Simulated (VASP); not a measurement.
Runs of VASP 6.6.1 on Co. The structure is hexagonal, space group P6_3/mmc (No. 194). The conventional cell has a = 2.471 Å, b = 2.471 Å, c = 8.088 Å, α = 90.00°, β = 90.00°, γ = 120.00°. Co (site symmetry -3m) has 12 Co at 2.47 Å within 3.3 Å. Within 3.3 Å of Co (site symmetry -6m2) lie 12 Co at 2.47 Å. 

```tsv
k mesh	gap on the mesh (eV)	pressure (GPa)	moment (μB)
8 × 8 × 2	none	3.5	(a)
6 × 6 × 2	none	2.9	6.45
9 × 9 × 3	none	2.5	6.24
5 × 5 × 2	none	5.4	6.85
4 × 4 × 1	none	(b)	6.79
```

Alike in all rows: task single point; level PBE; potentials or basis VASP PAW PBE potentials, release 64 (Co); spin collinear, ferromagnetic start; cell as given; cutoff (eV) 600; smearing fermi-dirac 0.1 eV.

Problem. Fill in the values left out.

Solution. (a) 6.44; (b) 6.0.

Caveats: some runs use coarse meshes.

A gap of «none» marks levels without a gap at the run's occupations.
